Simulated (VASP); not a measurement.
# SmO3 (Im-3m) in VASP: a series of runs

The runs below take SmO3 through single point, relaxation of cell and atoms, with PBE.

All numbers are computed with VASP 6.6.1; they aren't measurements. Logs are shortened: lines on timing, memory, paths and dates and some standing lists are left out, and cuts for length are marked.

## Step 1: The cell of the first run

The structure is cubic, space group Im-3m (No. 229). The conventional cell has a = 4.683 Å, b = 4.683 Å, c = 4.683 Å, α = 90.00°, β = 90.00°, γ = 90.00°. Within 3.1 Å of Sm (site symmetry m-3m) lie 6 O at 2.34 Å. Within 3.1 Å of O (site symmetry 4/mmm) lie 2 Sm at 2.34 Å and 4 O at 2.34 Å.

## Step 2: Single point, PBE

INCAR

```
SYSTEM = SmO3
ALGO     = Normal         ! electronic algorithm
EDIFF    = 1E-7           ! SCF threshold, eV
ENCUT    = 520            ! plane-wave cutoff, eV
GGA      = PE             ! functional
ISIF     = 2              ! what is computed and relaxed
ISMEAR   = 0              ! smearing method
LASPH    = .TRUE.         ! aspherical terms in the spheres
LCHARG   = .FALSE.        ! write CHGCAR
LREAL    = .FALSE.        ! projectors in reciprocal space
LWAVE    = .FALSE.        ! write WAVECAR
NBANDS   = 25             ! bands
NELM     = 100            ! most SCF steps
PREC     = Accurate       ! precision mode
SIGMA    = 0.1            ! smearing width, eV
```

KPOINTS

```
k-points
0
G
  6 6 6
  0 0 0
```

POSCAR

```
SmO3
1.0
   -2.3413207377      2.3413207377      2.3413207377
    2.3413207377     -2.3413207377      2.3413207377
    2.3413207377      2.3413207377     -2.3413207377
Sm O
1 3
Direct
    0.0000000000      0.0000000000      0.0000000000
    0.0000000000      0.5000000000      0.5000000000
    0.5000000000      0.0000000000      0.5000000000
    0.5000000000      0.5000000000      0.0000000000
```

Potentials or basis: VASP PAW PBE potentials, release 64 (Sm, O).

The run is started by

```sh
cat potpaw_PBE.64/Sm/POTCAR potpaw_PBE.64/O/POTCAR > POTCAR
mpirun -np 1 vasp_std > vasp.out
```

OUTCAR:

```text
SYSTEM = SmO3
   EDIFF = 1E-7
   ENCUT = 520
   GGA = PE
   ISIF = 2
   ISMEAR = 0
   LASPH = .TRUE.
   LREAL = .FALSE.
   NELM = 100
   PREC = Accurate

 ion  position               nearest neighbor table
   1  0.000  0.000  0.000-   2 2.34   3 2.34   4 2.34   2 2.34   3 2.34   4 2.34
   2  0.000  0.500  0.500-   1 2.34   1 2.34
   3  0.500  0.000  0.500-   1 2.34   1 2.34
   4  0.500  0.500  0.000-   1 2.34   1 2.34

  LATTYP: Found a body centered cubic cell.
 ALAT       =     4.6826414754

  Lattice vectors:

 A1 = (  -2.3413207377,   2.3413207377,   2.3413207377)
 A2 = (   2.3413207377,  -2.3413207377,   2.3413207377)
 A3 = (   2.3413207377,   2.3413207377,  -2.3413207377)

Analysis of symmetry for initial positions (statically):
=====================================================================
 Subroutine PRICEL returns:
 Original cell was already a primitive cell.

 Routine SETGRP: Setting up the symmetry group for a
 body centered cubic supercell.

 Subroutine GETGRP returns: Found 48 space group operations
 (whereof 48 operations were pure point group operations)
 out of a pool of 48 trial point group operations.

The static configuration has the point symmetry O_h .

Analysis of symmetry for dynamics (positions and initial velocities):
=====================================================================
 Subroutine PRICEL returns:
 Original cell was already a primitive cell.

 Routine SETGRP: Setting up the symmetry group for a
 body centered cubic supercell.

 Subroutine GETGRP returns: Found 48 space group operations
 (whereof 48 operations were pure point group operations)
 out of a pool of 48 trial point group operations.

The dynamic configuration has the point symmetry O_h .

 Subroutine INISYM returns: Found 48 space group operations
 (whereof 48 operations are pure point group operations),
 and found     1 'primitive' translations

----------------------------------------------------------------------------------------

                                     Primitive cell

  volume of cell :      51.3384

  direct lattice vectors                    reciprocal lattice vectors
    -2.341320738  2.341320738  2.341320738     0.000000000  0.213554680  0.213554680
     2.341320738 -2.341320738  2.341320738     0.213554680  0.000000000  0.213554680
[... 78 lines left out ...]
   ENCUT  =  520.0 eV  38.22 Ry    6.18 a.u.   7.54  7.54  7.54*2*pi/ulx,y,z
   NELM   =    100;   NELMIN=  2; NELMDL= -5     # of ELM steps
   EDIFF  = 0.1E-06   stopping-criterion for ELM
   LREAL  =      F    real-space projection
   EDIFFG = 0.1E-05   stopping-criterion for IOM
   NSW    =      0    number of steps for IOM
   IBRION =     -1    ionic relax: 0-MD 1-quasi-New 2-CG
   NFREE  =      0    steps in history (QN), initial steepest desc. (CG)
   ISIF   =      2    stress and relaxation
   ISYM   =      2    0-nonsym 1-usesym 2-fastsym
   POTIM  = 0.5000    time-step for ionic-motion
   TEBEG  =    0.0;   TEEND  =   0.0 temperature during run
   PSTRESS=    0.0 pullay stress
   NELECT =      34.0000    total number of electrons
   NUPDOWN=      -1.0000    fix difference up-down
   EMIN   =  10.00;   EMAX   =-10.00  energy-range for DOS
   EFERMI =   0.00;   METHOD = LEGACY
   ISMEAR =     0;   SIGMA  =   0.10  broadening in eV -4-tet -1-fermi 0-gaus
   EFERMI_NEDOS =   21; number of points for ismear=-14 and -15
   IALGO  =     38    algorithm
   IMIX   =      4    mixing-type and parameters
     AMIX     =   0.40;   BMIX     =  1.00
     AMIX_MAG =   1.60;   BMIX_MAG =  1.00
  volume/ion in A,a.u.               =      12.83        86.61
  Fermi-wavevector in a.u.,A,eV,Ry     =   1.426988  2.696616 27.705460  2.036294
  Thomas-Fermi vector in A             =   2.547206
   LORBIT       =      0    0 simple, 1 ext, 2 COOP (PROOUT), +10 PAW based schemes
   GGA     = PE    functional components
   LHFCALC =     F    Hartree Fock is set to
   AEXX    =    0.0000 exact exchange contribution
   IVDW    =     0    specifies the selected vdW correction
   LEPSILON=     F    determine dielectric tensor
   LRPA    =     F    only Hartree local field effects (RPA)
 non-spin polarized calculation
 Gauss-broadening in eV      SIGMA  =   0.10
  energy-cutoff  :      520.00
  volume of cell :       51.34
 maximum number of plane-waves:      1409
   NGX = 15   NGY = 15   NGZ = 15

 number of electron      33.9999991 magnetization

 Free energy of the ion-electron system (eV)
  ---------------------------------------------------
  ext. energy  EPLUGINS =         0.00000000
  ---------------------------------------------------
  free energy    TOTEN  =       -25.03939793 eV

  energy without entropy =      -24.95183141  energy(sigma->0) =      -24.99561467

 E-fermi :   2.4879     XC(G=0): -11.0077

 val. band max:        2.4836455931   @ k =   0.1667   0.0000   0.0000
 cond. band min:       2.4918231256   @ k =   0.3333   0.0000   0.0000
 fundamental gap:      0.0081775325
 Fermi energy:         2.4879107340

 k-point     1 :       0.0000    0.0000    0.0000
  band No.  band energies     occupation
      1     -36.3677      2.00000
      2     -16.0111      2.00000
      3     -15.9165      2.00000
      4     -15.9165      2.00000
      5     -15.9165      2.00000
      6     -13.9722      2.00000
[... 437 lines left out ...]
     24       8.6139      0.00000
     25       8.6139      0.00000

------------------------ aborting loop because EDIFF is reached ----------------------------------------

  FORCE on cell =-STRESS in cart. coord.  units (eV):
  Direction    XX          YY          ZZ          XY          YZ          ZX
  --------------------------------------------------------------------------------------
  -------------------------------------------------------------------------------------
  Total       -2.4349117     -2.4349117     -2.4349117      0.0000000     -0.0000000     -0.0000000
  in kB      -75.9890604    -75.9890604    -75.9890604      0.0000000     -0.0000000     -0.0000000
  external PRESSURE =     -75.9890604 kB  Pullay stress =       0.0000000 kB

 VOLUME and BASIS-vectors are now :
 -----------------------------------------------------------------------------
  energy-cutoff  :      520.00
  volume of cell :       51.34
      direct lattice vectors                 reciprocal lattice vectors
    -2.341320738  2.341320738  2.341320738     0.000000000  0.213554680  0.213554680
     2.341320738 -2.341320738  2.341320738     0.213554680  0.000000000  0.213554680
     2.341320738  2.341320738 -2.341320738     0.213554680  0.213554680  0.000000000

 POSITION                                       TOTAL-FORCE (eV/Angst)
 -----------------------------------------------------------------------------------
      0.00000      0.00000      0.00000        -0.000000     -0.000000     -0.000000
      2.34132      0.00000      0.00000         0.000000     -0.000000      0.000000
      0.00000      2.34132      0.00000        -0.000000      0.000000     -0.000000
      0.00000      0.00000      2.34132         0.000000     -0.000000      0.000000
 -----------------------------------------------------------------------------------
    total drift:                                0.000000     -0.000000      0.000000

  FREE ENERGIE OF THE ION-ELECTRON SYSTEM (eV)
  ---------------------------------------------------
  free  energy   TOTEN  =       -25.0393979335 eV

  energy  without entropy=      -24.9518314064  energy(sigma->0) =      -24.99561467
```

OSZICAR:

```text
N       E                     dE             d eps       ncg     rms          rms(c)
DAV:   1     0.260264761032E+03    0.26026E+03   -0.14903E+04  1112   0.614E+03
DAV:   2     0.833321180783E+01   -0.25193E+03   -0.20584E+03  1192   0.533E+02
DAV:   3    -0.362550392529E+02   -0.44588E+02   -0.40260E+02  1220   0.186E+02
[... 50 lines left out ...]
DAV:  54    -0.250393774243E+02   -0.10702E-03   -0.12315E-04  1108   0.235E-01    0.130E-01
DAV:  55    -0.250393790342E+02   -0.16098E-05   -0.60045E-05  1192   0.152E-01    0.873E-02
DAV:  56    -0.250393911882E+02   -0.12154E-04   -0.86366E-06  1174   0.620E-02    0.431E-02
DAV:  57    -0.250393955267E+02   -0.43385E-05   -0.16395E-06  1324   0.167E-02    0.293E-02
DAV:  58    -0.250393979871E+02   -0.24604E-05   -0.86833E-07  1051   0.180E-02    0.187E-02
DAV:  59    -0.250393979335E+02    0.53666E-07   -0.19391E-07   730   0.798E-03
   1 F= -.25039398E+02 E0= -.24995615E+02  d E =-.875665E-01
```

Run time: 1.8 min. Hardware: 1 thread of Intel Xeon Platinum 8259CL at 2.50GHz (Skylake/Cascade Lake), shared host; peak memory 0.18 GiB.

Results:

```
Free energy            : -25.0394 eV
Pressure               : -7.6 GPa
Band gap on the k mesh : zero (band 17 reaches 2.81 eV, above the bottom of band 18 at 2.35 eV)
```

Levels at points of the mesh, in eV from the Fermi level:
| k point | band 13 | band 14 | band 15 | band 16 | band 17 | band 18 | band 19 | band 20 |
| --- | --- | --- | --- | --- | --- | --- | --- | --- |
| (0.00, 0.00, 0.00) | -2.28 | 0.01 | 0.01 | 0.01 | 0.32 | 0.47 | 0.47 | 0.47 |
| (0.50, 0.00, 0.00) | -2.15 | -2.11 | -1.62 | -0.17 | -0.14 | -0.02 | 0.13 | 0.16 |
| (0.50, 0.50, 0.50) | -2.02 | -0.32 | -0.32 | -0.32 | 0.21 | 0.60 | 0.60 | 0.60 |

Caveat: spin-orbit coupling is left out, which moves the levels of the heavy elements; the run has no spin polarisation, though such a crystal can be magnetic; without U or exact exchange the open f shell lies at the Fermi level, which spoils levels, moments and volumes. With open d or f shells a metallic result of PBE can be an artefact of self-interaction; +U or a hybrid may open a gap.

## Step 3: Relaxation of cell and atoms, PBE

This run uses another cell than the first one, of 14.52 Å³/atom, 1.131 times its volume.

INCAR

```
PREC = Accurate ; ENCUT = 600
EDIFF = 1E-6 ; ISMEAR = 0
SIGMA = 0.1 ; LREAL = F
LASPH = T ; NELM = 100
ALGO = Normal ; ISIF = 3
LWAVE = F ; LCHARG = F
GGA = PE ; IBRION = 2
NSW = 90 ; EDIFFG = -0.04
```

KPOINTS

```
regular mesh
0
Gamma
  6 6 6
```

POSCAR

```
SmO3
1.0
   -2.4395013600      2.4395013600      2.4395013600
    2.4395013600     -2.4395013600      2.4395013600
    2.4395013600      2.4395013600     -2.4395013600
Sm O
1 3
Direct
    0.0000000000      0.0000000000      0.0000000000
    0.0000000000      0.5000000000      0.5000000000
    0.5000000000      0.0000000000      0.5000000000
    0.5000000000      0.5000000000      0.0000000000
```

Potentials or basis: VASP PAW PBE potentials, release 64 (Sm, O).

The run is started by

```sh
cat potpaw_PBE.64/Sm/POTCAR potpaw_PBE.64/O/POTCAR > POTCAR
mpirun -np 1 vasp_std > vasp.out
```

Wall time 10 min (1 thread of Intel Xeon Platinum 8259CL at 2.50GHz (Skylake/Cascade Lake), shared host); peak memory 0.23 GiB.

It converged, with:

```
Free energy                            : -25.1416 eV
Relaxed volume                         : 12.07 Å³/atom
Relaxed cell                           : a = 3.973 Å, b = 3.973 Å, c = 3.973 Å, α = 109.47°, β = 109.47°, γ = 109.47°
Space group after relaxing (to 0.05 Å) : Im-3m (No. 229)
Energy gained by relaxing              : 159.2 meV/atom
Ionic steps                            : 4
Pressure after relaxing                : -0.3 GPa
Band gap on the k mesh                 : zero (band 17 reaches 3.38 eV, above the bottom of band 18 at 2.91 eV)
```

The path:
```tsv
step	energy change (eV)	largest force (eV/Å)	pressure (GPa)	volume (Å³)
1	0.0000	0.0000	-17.40	58.07
2	-1.0812	0.0000	22.27	45.80
3	-0.6357	0.0000	1.03	47.82
4	-0.6367	0.0000	-0.29	48.27
```

Final structure:
```cif
data_structure
_symmetry_space_group_name_H-M 'P 1'
_symmetry_Int_Tables_number 1
_cell_length_a 3.9727
_cell_length_b 3.9727
_cell_length_c 3.9727
_cell_angle_alpha 109.471
_cell_angle_beta 109.471
_cell_angle_gamma 109.471
_cell_volume 48.27
loop_
_atom_site_label
_atom_site_type_symbol
_atom_site_fract_x
_atom_site_fract_y
_atom_site_fract_z
_atom_site_occupancy
Sm1 Sm 0.00000 0.00000 0.00000 1
O1 O 0.00000 0.50000 0.50000 1
O2 O 0.50000 0.00000 0.50000 1
O3 O 0.50000 0.50000 0.00000 1
```

Levels at points of the mesh, in eV from the Fermi level:
| k point | band 13 | band 14 | band 15 | band 16 | band 17 | band 18 | band 19 | band 20 |
| --- | --- | --- | --- | --- | --- | --- | --- | --- |
| (0.00, 0.00, 0.00) | -2.41 | 0.02 | 0.02 | 0.02 | 0.31 | 0.54 | 0.54 | 0.54 |
| (0.50, 0.00, 0.00) | -2.32 | -2.25 | -1.80 | -0.19 | -0.15 | -0.02 | 0.13 | 0.17 |
| (0.50, 0.50, 0.50) | -2.13 | -0.35 | -0.35 | -0.35 | 0.18 | 0.66 | 0.66 | 0.66 |

Caveat: the volume moved by over 15 % at a fixed basis, so the end points are rough; spin-orbit coupling is left out, which moves the levels of the heavy elements; the run has no spin polarisation, though such a crystal can be magnetic; without U or exact exchange the open f shell lies at the Fermi level, which spoils levels, moments and volumes. With open d or f shells a metallic result of PBE can be an artefact of self-interaction; +U or a hybrid may open a gap.
